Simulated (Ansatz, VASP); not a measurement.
# ZnCu in VASP and in Ansatz

Contents of INCAR:

```
PREC     = Accurate       # precision mode
ENCUT    = 520            # plane-wave cutoff, eV
EDIFF    = 1E-8           # SCF threshold, eV
ISMEAR   = -1             # smearing method
SIGMA    = 0.05           # smearing width, eV
LREAL    = False          # projectors in reciprocal space
LASPH    = True           # aspherical terms in the spheres
NELM     = 60             # most SCF steps
ALGO     = Normal         # electronic algorithm
ISIF     = 2              # what is computed and relaxed
LWAVE    = False          # write WAVECAR
LCHARG   = False          # write CHGCAR
GGA      = PS             # functional
LEFG     = True         
NBANDS   = 18             # bands
```

KPOINTS

```
Automatic mesh
0
Gamma
  14 14 14
```

POSCAR

```
ZnCu
1.0
    2.9155500000      0.0000000000      0.0000000000
    0.0000000000      2.9155500000      0.0000000000
    0.0000000000      0.0000000000      2.9450000000
Zn Cu
1 1
Direct
    0.5000000000      0.5000000000      0.5000000000
    0.0000000000      0.0000000000      0.0000000000
```

Input for Ansatz:

```yaml
crystal:
  lattice:
    - [2.91555, 0.0, 0.0]
    - [0.0, 2.91555, 0.0]
    - [0.0, 0.0, 2.945]
  atoms:
    - { symbol: Zn, position: [0.5, 0.5, 0.5] }
    - { symbol: Cu, position: [0.0, 0.0, 0.0] }
kpoints:
  mp_grid: { grid: [14, 14, 14] }
scf:
  occupations: { method: fermi_dirac, width: 0.05 }
hamiltonian:
  xc: pbesol
  pseudopotentials: { kind: all_electron, datasets: crystal }
output:
  forces: true
  stress: true
  eigenvalues: true
  efg: { contact_densities: true }
```

Change from the starting cell: equal xx and yy strain of -1 %, crystal datasets.

Alike in both runs: task electric field gradients; functional PBEsol; k mesh 14 × 14 × 14; occupations fermi-dirac, width 0.05 eV; no spin polarisation.

|  | VASP | Ansatz |
| --- | --- | --- |
| version | VASP 6.6.1 | Ansatz 0.2.0 |
| potentials or method | VASP PAW PBE potentials, release 64 (Zn, Cu), cutoff 520 eV | all-electron PAW with datasets made for the crystal, scalar-relativistic |

VASP gave:

```
pressure (GPa)                                                : -1.7
traceless stress, the component that is largest in VASP (GPa) : -0.39
size of Vzz on the site where it differs most (V/Å²)          : 2.3
```

Q: Which values does Ansatz return?

A: Pressure (GPa): -2.3; traceless stress, the component that is largest in VASP (GPa): -0.38; size of Vzz on the site where it differs most (V/Å²): 2.4.

VASP's potentials were made for PBE, not for PBEsol. Ansatz ran all-electron here, and VASP with PAW potentials.
